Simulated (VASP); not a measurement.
A run of VASP 6.6.1 is set up as follows.

File POSCAR:

```
CdAu
1.0
    3.2122754848      0.0000000000      0.0000000000
    0.0000000000      3.2122754848      0.0000000000
    0.0000000000      0.0000000000      3.2122754848
Cd Au
1 1
Direct
    0.5000000000      0.5000000000      0.5000000000
    0.0000000000      0.0000000000      0.0000000000
```

INCAR.step1

```
  PREC = Accurate
  ENCUT = 520
  ISMEAR = 0
  SIGMA = 0.1
  LREAL = False
  LASPH = True
  NELM = 80
  NBANDS = 18
  GGA = PE
  ALGO = Normal
  EDIFF = 1E-4
  LWAVE = True
  LCHARG = False
```

The input INCAR.step2:

```
  PREC = Accurate
  ENCUT = 520
  EDIFF = 1E-7
  ISMEAR = 0
  SIGMA = 0.1
  LREAL = False
  LASPH = True
  NELM = 80
  ALGO = Normal
  ISIF = 2
  LWAVE = False
  LCHARG = False
  METAGGA = R2SCAN
  LMIXTAU = True
  NBANDS = 18
  ISTART = 1
```

Contents of KPOINTS:

```
regular mesh
0
Gamma
  12 12 12
```

Potentials or basis: VASP PAW PBE potentials, release 64 (Cd, Au).

Launch:

```sh
$ cat potpaw_PBE.64/Cd/POTCAR potpaw_PBE.64/Au/POTCAR > POTCAR
$ cp INCAR.step1 INCAR
$ mpirun -np 1 vasp_std > vasp.out
$ cp INCAR.step2 INCAR
$ mpirun -np 1 vasp_std > vasp.out
```

Question: What does it give for the pressure?

Answer: 20.7 GPa.

Caveat: the PAW data sets were made with another functional, which shifts forces and pressure a little.
